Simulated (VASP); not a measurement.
A run of VASP 6.6.1 is set up as follows.

INCAR

```
PREC = Accurate
ENCUT = 520
EDIFF = 1E-6
ISMEAR = 0
SIGMA = 0.15
LREAL = False
LASPH = True
NELM = 80
ALGO = Normal
ISIF = 2
LWAVE = False
LCHARG = True
GGA = PS
LELF = True
LVHAR = True
NBANDS = 28
```

The input KPOINTS:

```
regular mesh
0
Gamma
  18 18 8
```

File POSCAR:

```
V2N3
1.0
    2.7797869938      0.0000000000      0.0000000000
   -1.3898934969      2.4073661537      0.0000000000
    0.0000000000      0.0000000000      6.1963538749
V N
2 3
Direct
    0.6666666667      0.3333333333      0.3021155180
    0.3333333333      0.6666666667      0.6978844820
    0.0495121556      0.0990243113      0.5293930618
    0.0000000000      0.0000000000      0.1074399115
    0.0000000000      0.0000000000      0.8925600885
```

Potentials or basis: VASP PAW PBE potentials, release 64 (V_sv, N).

Run with:

```bash
$ cat potpaw_PBE.64/V_sv/POTCAR potpaw_PBE.64/N/POTCAR > POTCAR
$ mpirun -np 1 vasp_std > vasp.out
```

**Question.** What does it give for the band gap on the k mesh?

**Answer.** Zero (an odd number of electrons rules out a gap without spin polarisation).

**Question.** Estimate the pressure.

**Answer.** 10.3 GPa.

**Question.** What does it give for the largest force?

**Answer.** 6.544 eV/Å.

Stress tensor (GPa, compression positive):
```
 1.25  0.00  0.00
 0.00 17.28  9.18
 0.00  9.18 12.24
```

Caveat: the cell differs from its parent crystal (atom 3 (N) moved -0.300 Å towards its neighbour atom 1 (V) at 2.020 Å); the stress differs along the axes, from 1 to 17 GPa; the PAW data sets were made with another functional, which shifts forces and pressure a little; the run has no spin polarisation, though such a crystal can be magnetic.
